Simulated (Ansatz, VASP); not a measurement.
**SiGe6: VASP beside Ansatz**

```
CELL_PARAMETERS angstrom
2.63350 -4.62241 0.00000
2.63350 4.62241 0.00000
0.00000 0.00000 5.82924
ATOMIC_POSITIONS crystal
Si 0.50000 0.50000 0.50000
Ge 0.29209 0.70792 0.78190
Ge 0.70791 0.29208 0.78190
Ge 0.70792 0.29209 0.21810
Ge 0.29208 0.70791 0.21810
Ge 0.00000 0.00000 0.72832
Ge 0.00000 0.00000 0.27168
```

Alike in both runs: functional PBE; k mesh 3 × 3 × 3; occupations gaussian, width 0.2 eV; no spin polarisation.

Ansatz relaxed the structure, and its values are those at the end. VASP's run is a single point on that final structure, the one shown.

|  | VASP | Ansatz |
| --- | --- | --- |
| version | VASP 6.6.1 | Ansatz 0.2.0 |
| potentials or method | VASP PAW PBE potentials, release 64 (Si, Ge_d), cutoff 520 eV | scalar-relativistic, plane waves, PAW |
| valence electrons in the cell | 88 | 88 |

```tsv
	VASP	Ansatz	Ansatz less VASP
gap on the k mesh at the Fermi level (eV)	none	none	-
pressure (GPa)	0.2	0.2	+0.04
rms of the force components (eV/Å)	0.012	0.010	-0.0018
```

A gap of «none» marks a metal or a gap that the smearing closes.

The k mesh is coarse, so the values compare programs but aren't converged.
